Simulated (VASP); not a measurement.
The system is NaBe2.

```
Na Be
1.0
     3.93641    0.00000    0.00000
    -1.96821    3.40903    0.00000
     0.00000    0.00000    3.72929
Na Be
1 2
Direct
  0.00000 0.00000 0.00000
  0.33333 0.66667 0.50000
  0.66667 0.33333 0.50000
```

| Property | Result |
| --- | --- |
| Program | VASP 6.6.1 |
| Task | relaxation of cell and atoms |
| Functional | PBE |
| Potentials or basis | VASP PAW PBE potentials, release 64 (Na_pv, Be) |
| Cutoff | 600 eV |
| k mesh | 12 × 12 × 12 |
| Occupations | gaussian, width 0.1 eV |
| Spin | no spin polarisation |

At the start: pressure -0.1 GPa; volume 16.68 Å³/atom.

**Question.** How do energy, volume and symmetry change on relaxing?

**Answer.** Over 12 steps the energy falls by 6.1 meV/atom and the volume is 17.41 Å³/atom (+4.4 %); space group P6/mmm (No. 191, to 0.05 Å).

The path:
```tsv
step	energy change (eV)	largest force (eV/Å)	pressure (GPa)	volume (Å³)
1	0.0000	0.0000	-0.12	50.04
2	-0.0008	0.0000	-0.01	49.95
3	-0.0022	0.0000	0.36	49.67
4	-0.0023	0.0000	0.55	49.54
5	-0.0029	0.0000	0.52	49.63
6	-0.0046	0.0000	0.45	49.91
7	-0.0084	0.0000	0.29	50.47
8	-0.0162	0.0000	0.01	51.55
9	-0.0117	0.0000	-0.42	53.57
10	-0.0181	0.0000	-0.16	52.28
11	-0.0181	0.0000	0.04	52.17
12	-0.0182	0.0000	-0.07	52.23
```

Final structure:
```yaml
crystal:
  lattice:
    - [3.81535, 0.00000, 0.00000]
    - [-1.90768, 3.30419, 0.00000]
    - [0.00000, 0.00000, 4.14275]
  atoms:
    - { symbol: Na, position: [0.00000, 0.00000, 0.00000] }
    - { symbol: Be, position: [0.33333, 0.66667, 0.50000] }
    - { symbol: Be, position: [0.66667, 0.33333, 0.50000] }
```
